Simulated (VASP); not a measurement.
# Fe (I4/mmm) in VASP: further runs

The runs below take Fe through single point, with PBE.

Everything below comes from runs of VASP 6.6.1. Logs are shortened: lines on timing, memory, paths and dates and some standing lists are left out, and cuts for length are marked.

### Step 1. The cell of the first run

It takes space group I4/mmm (No. 139, tetragonal). The conventional cell has a = 2.355 Å, b = 2.355 Å, c = 3.580 Å, α = 90.00°, β = 90.00°, γ = 90.00°. Fe (site symmetry 4/mmm) has 12 Fe at 2.36 to 2.44 Å within 3.1 Å.

### Step 2. Single point, PBE, collinear spin, antiferromagnetic start (9.93 Å³/atom)

The input, INCAR:

```
  PREC = Accurate
  ENCUT = 520
  EDIFF = 1E-6
  ISMEAR = -1
  SIGMA = 0.05
  LREAL = F
  LASPH = T
  NELM = 150
  ALGO = Normal
  ISIF = 2
  LWAVE = F
  LCHARG = F
  ISPIN = 2
  MAGMOM = 1.537 -1.537
  LORBIT = 11
  LMAXMIX = 4
  GGA = PE
  NBANDS = 19
```

The input, KPOINTS:

```
Automatic mesh
0
Gamma
  15 15 10
```

The input, POSCAR:

```
Fe
1.0
    2.3550310192      0.0000000000      0.0000000000
    0.0000000000      2.3550310192      0.0000000000
    0.0000000000      0.0000000000      3.5802536716
Fe
2
Direct
    1.0000000000      1.0000000000      0.0000000000
    0.5000000000      0.5000000000      0.5000000000
```

Potentials or basis: VASP PAW PBE potentials, release 64 (Fe).

The run is started by

```console
> cat potpaw_PBE.64/Fe/POTCAR > POTCAR
> mpirun -np 1 vasp_std > vasp.out
```

OUTCAR:

```text
PREC = Accurate
   ENCUT = 520
   EDIFF = 1E-6
   ISMEAR = -1
   LREAL = F
   LASPH = T
   NELM = 150
   ISIF = 2
   ISPIN = 2
   LORBIT = 11
   GGA = PE

 ion  position               nearest neighbor table
   1  0.000  0.000  0.000-   2 2.44   2 2.44   2 2.44   2 2.44   2 2.44   2 2.44   2 2.44   2 2.44

   2  0.500  0.500  0.500-   1 2.44   1 2.44   1 2.44   1 2.44   1 2.44   1 2.44   1 2.44   1 2.44

  LATTYP: Found a simple tetragonal cell.
 ALAT       =     2.3550310192
 C/A-ratio  =     1.5202575433

  Lattice vectors:

 A1 = (   2.3550310192,   0.0000000000,   0.0000000000)
 A2 = (   0.0000000000,   2.3550310192,   0.0000000000)
 A3 = (   0.0000000000,   0.0000000000,   3.5802536716)

Analysis of symmetry for initial positions (statically):
=====================================================================
 Subroutine PRICEL returns following result:

  LATTYP: Found a body centered tetragonal cell.
 ALAT       =     2.3550310192
 C/A-ratio  =     1.5202575433

  Lattice vectors:

 A1 = (   1.1775155096,  -1.1775155096,  -1.7901268358)
 A2 = (  -1.1775155096,   1.1775155096,  -1.7901268358)
 A3 = (   1.1775155096,   1.1775155096,   1.7901268358)

   2 primitive cells build up your supercell.

 Routine SETGRP: Setting up the symmetry group for a
 simple tetragonal supercell.

 Subroutine GETGRP returns: Found 16 space group operations
 (whereof 16 operations were pure point group operations)
 out of a pool of 16 trial point group operations.

The static configuration has the point symmetry D_4h.

Analysis of symmetry for dynamics (positions and initial velocities):
=====================================================================
 Subroutine PRICEL returns following result:

  LATTYP: Found a body centered tetragonal cell.
 ALAT       =     2.3550310192
 C/A-ratio  =     1.5202575433

  Lattice vectors:

 A1 = (   1.1775155096,  -1.1775155096,  -1.7901268358)
 A2 = (  -1.1775155096,   1.1775155096,  -1.7901268358)
 A3 = (   1.1775155096,   1.1775155096,   1.7901268358)

   2 primitive cells build up your supercell.

 Routine SETGRP: Setting up the symmetry group for a
 simple tetragonal supercell.

 Subroutine GETGRP returns: Found 16 space group operations
 (whereof 16 operations were pure point group operations)
 out of a pool of 16 trial point group operations.

The dynamic configuration has the point symmetry D_4h.

Analysis of structural, dynamic, and magnetic symmetry:
=====================================================================
 Subroutine PRICEL returns following result:

  LATTYP: Found a body centered tetragonal cell.
 ALAT       =     2.3550310192
 C/A-ratio  =     1.5202575433

  Lattice vectors:

 A1 = (   1.1775155096,  -1.1775155096,  -1.7901268358)
 A2 = (  -1.1775155096,   1.1775155096,  -1.7901268358)
 A3 = (   1.1775155096,   1.1775155096,   1.7901268358)

   2 primitive cells build up your supercell.

 Routine SETGRP: Setting up the symmetry group for a
 simple tetragonal supercell.

 Subroutine GETGRP returns: Found 16 space group operations
 (whereof 16 operations were pure point group operations)
 out of a pool of 16 trial point group operations.

The overall configuration has the point symmetry D_4h.

 Subroutine INISYM returns: Found 16 space group operations
 (whereof 16 operations are pure point group operations),
 and found     2 'primitive' translations

----------------------------------------------------------------------------------------

                                     Primitive cell

  volume of cell :       9.9283

  direct lattice vectors                    reciprocal lattice vectors
     1.177515510 -1.177515510 -1.790126836     0.424622857  0.000000000 -0.279309818
    -1.177515510  1.177515510 -1.790126836     0.000000000  0.424622857 -0.279309818
     1.177515510  1.177515510  1.790126836     0.424622857  0.424622857  0.000000000

  length of vectors
     2.444921193  2.444921193  2.444921193     0.508250475  0.508250475  0.600507403

  position of ions in fractional coordinates (direct lattice)
     0.000000000  0.000000000  0.000000000

  ion indices of the primitive-cell ions
   primitive index   ion index
                 1           1

----------------------------------------------------------------------------------------

 KPOINTS: Automatic mesh

Automatic generation of k-mesh.
 Grid dimensions read from file:
 generate k-points for:   15   15   10

 Generating k-lattice:

  Cartesian coordinates                     Fractional coordinates (reciprocal lattice)
     0.028308190  0.000000000  0.000000000     0.066666667  0.000000000  0.000000000
     0.000000000  0.028308190  0.000000000     0.000000000  0.066666667  0.000000000
     0.000000000  0.000000000  0.027930982     0.000000000  0.000000000  0.100000000

  Length of vectors
     0.028308190  0.028308190  0.027930982

  Shift w.r.t. Gamma in fractional coordinates (k-lattice)
     0.000000000  0.000000000  0.000000000

 Subroutine IBZKPT returns following result:
 ===========================================

 Found    216 irreducible k-points:

 Following reciprocal coordinates:
            Coordinates               Weight
  0.000000  0.000000  0.000000      1.000000
  0.066667  0.000000  0.000000      4.000000
  0.133333  0.000000  0.000000      4.000000
  0.200000  0.000000  0.000000      4.000000
  0.266667  0.000000  0.000000      4.000000
  0.333333  0.000000  0.000000      4.000000
[... 16 lines left out ...]
  0.266667  0.200000  0.000000      8.000000
  0.333333  0.200000  0.000000      8.000000
 [... further k-points ...]
   k-points           NKPTS =    216   k-points in BZ     NKDIM =    216   number of bands    NBANDS=     19
   number of dos      NEDOS =    301   number of ions     NIONS =      2
   total plane-waves  NPLWV =   9072
   dimension x,y,z NGX =    18 NGY =   18 NGZ =   28
   dimension x,y,z NGXF=    36 NGYF=   36 NGZF=   56
   ions per type =               2
   NGX,Y,Z   is equivalent  to a cutoff of  12.71, 12.71, 13.00 a.u.
   NGXF,Y,Z  is equivalent  to a cutoff of  25.41, 25.41, 26.00 a.u.
 SYSTEM =  unknown system
   PREC   = accura    normal or accurate (medium, high low for compatibility)
   ISTART =      0    job   : 0-new  1-cont  2-samecut
   ICHARG =      2    charge: 1-file 2-atom 10-const
   ISPIN  =      2    spin polarized calculation?
   LNONCOLLINEAR =      F non collinear calculations
   LSORBIT =      F    spin-orbit coupling
   LASPH  =      T    aspherical Exc in radial PAW
   ENCUT  =  520.0 eV  38.22 Ry    6.18 a.u.   4.38  4.38  6.66*2*pi/ulx,y,z
   NELM   =    150;   NELMIN=  2; NELMDL= -5     # of ELM steps
   EDIFF  = 0.1E-05   stopping-criterion for ELM
   LREAL  =      F    real-space projection
   EDIFFG = 0.1E-04   stopping-criterion for IOM
   NSW    =      0    number of steps for IOM
   IBRION =     -1    ionic relax: 0-MD 1-quasi-New 2-CG
   NFREE  =      0    steps in history (QN), initial steepest desc. (CG)
   ISIF   =      2    stress and relaxation
   ISYM   =      2    0-nonsym 1-usesym 2-fastsym
   POTIM  = 0.5000    time-step for ionic-motion
   TEBEG  =    0.0;   TEEND  =   0.0 temperature during run
   PSTRESS=    0.0 pullay stress
   NELECT =      16.0000    total number of electrons
   NUPDOWN=      -1.0000    fix difference up-down
   EMIN   =  10.00;   EMAX   =-10.00  energy-range for DOS
   EFERMI =   0.00;   METHOD = LEGACY
   ISMEAR =    -1;   SIGMA  =   0.05  broadening in eV -4-tet -1-fermi 0-gaus
   EFERMI_NEDOS =   21; number of points for ismear=-14 and -15
   IALGO  =     38    algorithm
   IMIX   =      4    mixing-type and parameters
     AMIX     =   0.40;   BMIX     =  1.00
     AMIX_MAG =   1.60;   BMIX_MAG =  1.00
  volume/ion in A,a.u.               =       9.93        67.00
  Fermi-wavevector in a.u.,A,eV,Ry     =   1.523395  2.878799 31.575472  2.320732
  Thomas-Fermi vector in A             =   2.631844
   LORBIT       =     11    0 simple, 1 ext, 2 COOP (PROOUT), +10 PAW based schemes
   GGA     = PE    functional components
   LHFCALC =     F    Hartree Fock is set to
   AEXX    =    0.0000 exact exchange contribution
   IVDW    =     0    specifies the selected vdW correction
   LEPSILON=     F    determine dielectric tensor
   LRPA    =     F    only Hartree local field effects (RPA)
 spin polarized calculation
  energy-cutoff  :      520.00
  volume of cell :       19.86
 maximum number of plane-waves:       554
 NGX is ok and might be reduce to    18
   NGX =  9   NGY =  9   NGZ = 13

 number of electron      15.9999998 magnetization      -0.0000000

 number of electron      15.9999998 magnetization       0.0000000

 Free energy of the ion-electron system (eV)
  ---------------------------------------------------
  ext. energy  EPLUGINS =         0.00000000
  ---------------------------------------------------
  free energy    TOTEN  =       -16.21181293 eV

  energy without entropy =      -16.19144772  energy(sigma->0) =      -16.20163032

 E-fermi :   7.3738     XC(G=0): -13.9294

 val. band max:        7.3725460541   @ k =   0.0667   0.0667   0.1000
 cond. band min:       7.3752892307   @ k =   0.2667   0.1333   0.2000
 fundamental gap:      0.0027431765
 Fermi energy:         7.3737759562

 spin component 1

 k-point     1 :       0.0000    0.0000    0.0000
  band No.  band energies     occupation
      1      -1.8491      1.00000
      2       1.9954      1.00000
      3       2.8255      1.00000
      4       5.1300      1.00000
      5       5.6044      1.00000
      6       5.6044      1.00000
[... 505 lines left out ...]
      6       5.7298      1.00000
[... 11 lines left out ...]
     18      29.8631      0.00000
     19      31.4109      0.00000

 [... further k-points ...]

 spin component 2

 k-point     1 :       0.0000    0.0000    0.0000
  band No.  band energies     occupation
      1      -1.8491      1.00000
      2       1.9954      1.00000
      3       2.8255      1.00000
      4       5.1300      1.00000
      5       5.6044      1.00000
      6       5.6044      1.00000
[... 505 lines left out ...]
      6       5.7298      1.00000
[... 11 lines left out ...]
     18      29.8631      0.00000
     19      31.4109      0.00000

 [... further k-points ...]

------------------------ aborting loop because EDIFF is reached ----------------------------------------

  FORCE on cell =-STRESS in cart. coord.  units (eV):
  Direction    XX          YY          ZZ          XY          YZ          ZX
  --------------------------------------------------------------------------------------
  -------------------------------------------------------------------------------------
  Total        2.7257669      2.7257669      1.9053425      0.0000000      0.0000000      0.0000000
  in kB      219.9339332    219.9339332    153.7363519      0.0000000      0.0000000      0.0000000
  external PRESSURE =     197.8680727 kB  Pullay stress =       0.0000000 kB

 VOLUME and BASIS-vectors are now :
 -----------------------------------------------------------------------------
  energy-cutoff  :      520.00
  volume of cell :       19.86
      direct lattice vectors                 reciprocal lattice vectors
     2.355031019  0.000000000  0.000000000     0.424622857  0.000000000  0.000000000
     0.000000000  2.355031019  0.000000000     0.000000000  0.424622857  0.000000000
     0.000000000  0.000000000  3.580253672     0.000000000  0.000000000  0.279309818

 POSITION                                       TOTAL-FORCE (eV/Angst)
 -----------------------------------------------------------------------------------
      0.00000      0.00000      0.00000        -0.000000     -0.000000      0.000000
      1.17752      1.17752      1.79013         0.000000      0.000000      0.000000
 -----------------------------------------------------------------------------------
    total drift:                                0.000000     -0.000000     -0.000000

  FREE ENERGIE OF THE ION-ELECTRON SYSTEM (eV)
  ---------------------------------------------------
  free  energy   TOTEN  =       -16.2118129295 eV

  energy  without entropy=      -16.1914477192  energy(sigma->0) =      -16.20163032

 total charge

# of ion       s       p       d       tot
------------------------------------------
    1        0.555   0.677   6.349   7.581
    2        0.555   0.677   6.349   7.581
--------------------------------------------------
tot          1.110   1.354  12.698  15.162

 magnetization (x)

# of ion       s       p       d       tot
------------------------------------------
    1        0.016   0.033   1.240   1.289
    2       -0.016  -0.033  -1.240  -1.289
--------------------------------------------------
tot          0.000   0.000   0.000   0.000
```

Wall time 57 s (1 thread of Intel Xeon 6975P-C (Granite Rapids), shared host); peak memory 0.22 GiB.

Results:

- Free energy: -16.2118 eV
- Pressure: 19.8 GPa
- Band gap on the k mesh: zero (filled and empty bands overlap)
- Net moment: 0.00 μB per cell
- Site moments: Fe +1.29, -1.29 μB
- Valence electrons inside the program's atomic spheres: Fe 7.58

Stress tensor (GPa, compression positive):
```
21.99  0.00  0.00
 0.00 21.99  0.00
 0.00  0.00 15.37
```

Caveat: the cell stands under pressure.

### Step 3. Single point, PBE, collinear spin, antiferromagnetic start (10.36 Å³/atom)

This run uses another cell than the first one, of 10.36 Å³/atom.

The input, INCAR:

```
  PREC = Accurate
  ENCUT = 520
  EDIFF = 1E-6
  ISMEAR = -1
  SIGMA = 0.05
  LREAL = False
  LASPH = True
  NELM = 150
  ALGO = Normal
  ISIF = 2
  LWAVE = False
  LCHARG = True
  ISPIN = 2
  MAGMOM = 1.537 -1.537
  LORBIT = 11
  LMAXMIX = 4
  GGA = PE
  LELF = True
  LVHAR = True
  NBANDS = 19
```

The input, KPOINTS:

```
regular mesh
0
Gamma
  15 15 10
```

The input, POSCAR:

```
Fe
1.0
    2.3886788655      0.0000000000      0.0000000000
    0.0000000000      2.3886788655      0.0000000000
    0.0000000000      0.0000000000      3.6314070637
Fe
2
Direct
    1.0000000000      1.0000000000      0.0000000000
    0.5000000000      0.5000000000      0.5000000000
```

Potentials or basis: VASP PAW PBE potentials, release 64 (Fe).

The run is started by

```console
> cat potpaw_PBE.64/Fe/POTCAR > POTCAR
> mpirun -np 1 vasp_std > vasp.out
```

Wall time 60 s (1 thread of Intel Xeon 6975P-C (Granite Rapids), shared host); peak memory 0.23 GiB.

Results (log left out):

```
Free energy                                           : -16.2868 eV
Pressure                                              : 8.5 GPa
Band gap on the k mesh                                : zero (filled and empty bands overlap)
Net moment                                            : 0.00 μB per cell
Site moments                                          : Fe +1.45, -1.45 μB
Valence electrons inside the program's atomic spheres : Fe 7.47
```

Stress tensor (GPa, compression positive):
```
9.45 0.00 0.00
0.00 9.45 0.00
0.00 0.00 6.68
```

Levels at points of the mesh, in eV from the Fermi level:
Spin up:
```csv
k point,band 4,band 5,band 6,band 7,band 8,band 9,band 10,band 11,band 12,band 13
"(0.00, 0.00, 0.00)",-2.13,-1.77,-1.77,-0.66,-0.57,1.25,1.25,1.55,1.81,10.22
"(0.00, 0.00, 0.50)",-2.92,-2.13,-1.18,-1.18,-1.03,-0.60,0.32,0.32,1.48,19.10
```
Spin down:
```csv
k point,band 6,band 7,band 8,band 9,band 10,band 11
"(0.00, 0.00, 0.00)",-1.77,-0.66,-0.57,1.25,1.25,1.55
"(0.00, 0.00, 0.50)",-1.18,-1.18,-1.03,-0.60,0.32,0.32
```

Caveat: the cell stands under pressure.

### Step 4. Single point, PBE, collinear spin, antiferromagnetic start (10.79 Å³/atom)

This run uses another cell than the first one, of 10.79 Å³/atom.

The input, INCAR:

```
PREC = Accurate ; ENCUT = 520
EDIFF = 1E-6 ; ISMEAR = -1
SIGMA = 0.05 ; LREAL = F
LASPH = T ; NELM = 150
ALGO = Normal ; ISIF = 2
LWAVE = F ; LCHARG = F
ISPIN = 2 ; MAGMOM = 1.537 -1.537
LORBIT = 11 ; LMAXMIX = 4
GGA = PE ; NBANDS = 19
```

KPOINTS is that of step 3.

The input, POSCAR:

```
Fe
1.0
    2.4214045604      0.0000000000      0.0000000000
    0.0000000000      2.4214045604      0.0000000000
    0.0000000000      0.0000000000      3.6811585483
Fe
2
Direct
    1.0000000000      1.0000000000      0.0000000000
    0.5000000000      0.5000000000      0.5000000000
```

The run is started by

```console
> cat potpaw_PBE.64/Fe/POTCAR > POTCAR
> mpirun -np 1 vasp_std > vasp.out
```

Wall time 62 s (1 thread of Intel Xeon 6975P-C (Granite Rapids), shared host); peak memory 0.22 GiB.

Results (log left out):

- Free energy: -16.3080 eV
- Pressure: -0.3 GPa
- Band gap on the k mesh: zero (filled and empty bands overlap)
- Net moment: 0.00 μB per cell
- Site moments: Fe +1.59, -1.59 μB
- Valence electrons inside the program's atomic spheres: Fe 7.37

Stress tensor (GPa, compression positive):
```
-0.43  0.00  0.00
 0.00 -0.43  0.00
 0.00  0.00 -0.17
```

Levels at points of the mesh, in eV from the Fermi level:
Spin up:
```
           k point  band 5  band 6  band 7  band 8  band 9  band 10  band 11  band 12
(0.00, 0.00, 0.00)   -1.77   -1.77   -0.79   -0.57    1.19     1.19     1.55     1.70
(0.00, 0.00, 0.50)   -2.16   -1.27   -1.27   -0.92   -0.74     0.37     0.37     1.49
```
Spin down:
| k point | band 4 | band 5 | band 6 | band 7 | band 8 | band 9 | band 10 | band 11 | band 12 | band 13 |
| --- | --- | --- | --- | --- | --- | --- | --- | --- | --- | --- |
| (0.00, 0.00, 0.00) | -2.03 | -1.77 | -1.77 | -0.79 | -0.57 | 1.19 | 1.19 | 1.55 | 1.70 | 9.76 |
| (0.00, 0.00, 0.50) | -2.73 | -2.16 | -1.27 | -1.27 | -0.92 | -0.74 | 0.37 | 0.37 | 1.49 | 18.58 |

### Step 5. Summary

```tsv
cell	gap on the mesh (eV)	pressure (GPa)	moment (μB)
a = 2.355, b = 2.355, c = 3.580 Å, 2 atoms	none	19.8	0.00
a = 2.389, b = 2.389, c = 3.631 Å, 2 atoms	none	8.5	0.00
a = 2.421, b = 2.421, c = 3.681 Å, 2 atoms	none	-0.3	0.00
```

Alike in all rows: task single point; level PBE; potentials or basis VASP PAW PBE potentials, release 64 (Fe); spin collinear, antiferromagnetic start; k mesh 15 × 15 × 10; cutoff (eV) 520; smearing fermi-dirac 0.05 eV.

Caveats: the cell stands under pressure (at least some runs).

Absolute energies hang on the potentials; compare differences alone.
